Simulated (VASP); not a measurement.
K3Os:

```xyz
8
Lattice="7.1117 0.0000 0.0000 -3.5559 6.1589 0.0000 0.0000 0.0000 5.7083" Properties=species:S:1:pos:R:3 pbc="T T T"
K     3.5559    4.1019    1.4271
K    -1.7744    5.1304    4.2812
K     1.7815    1.0285    1.4271
K     0.0000    2.0571    4.2812
K     5.3302    1.0285    1.4271
K     1.7744    5.1304    4.2812
Os    0.0000    4.1060    1.4271
Os    3.5559    2.0530    4.2812
```

```yaml
Program: VASP 6.6.1
Task: relaxation of cell and atoms
Functional: PBE
Potentials_or_basis: VASP PAW PBE potentials, release 64 (K_sv, Os)
Cutoff: 600 eV
k_mesh: 3 × 3 × 4
Occupations: gaussian, width 0.1 eV
Spin: no spin polarisation
```

At the start: pressure 1.9 GPa; volume 31.25 Å³/atom.

Question: Where does the relaxation end?

Answer: Over 9 steps the energy falls by 82.9 meV/atom and the volume is 35.94 Å³/atom (+15.0 %); space group P6_3/mmc (No. 194, to 0.1 Å) before and after.

Step by step:
```tsv
step	energy change (eV)	largest force (eV/Å)	pressure (GPa)	volume (Å³)
1	0.0000	0.7837	1.90	250.03
2	-0.2817	0.6110	0.99	263.67
3	-0.5349	0.2372	-0.63	299.18
4	-0.5355	0.2545	-0.56	297.06
5	-0.5927	0.1821	-0.36	292.14
6	-0.6471	0.0176	0.20	280.85
7	-0.6473	0.0134	0.21	281.25
8	-0.6575	0.0102	0.14	283.81
9	-0.6636	0.0075	0.03	287.50
```

Final structure:
```
CELL_PARAMETERS angstrom
7.59718 0.00000 0.00000
-3.79859 6.57935 0.00000
0.00000 0.00000 5.75173
ATOMIC_POSITIONS crystal
K 0.81537 0.63075 0.25000
K 0.18463 0.81537 0.75000
K 0.36925 0.18463 0.25000
K 0.18463 0.36925 0.75000
K 0.81537 0.18463 0.25000
K 0.63075 0.81537 0.75000
Os 0.33333 0.66667 0.25000
Os 0.66667 0.33333 0.75000
```
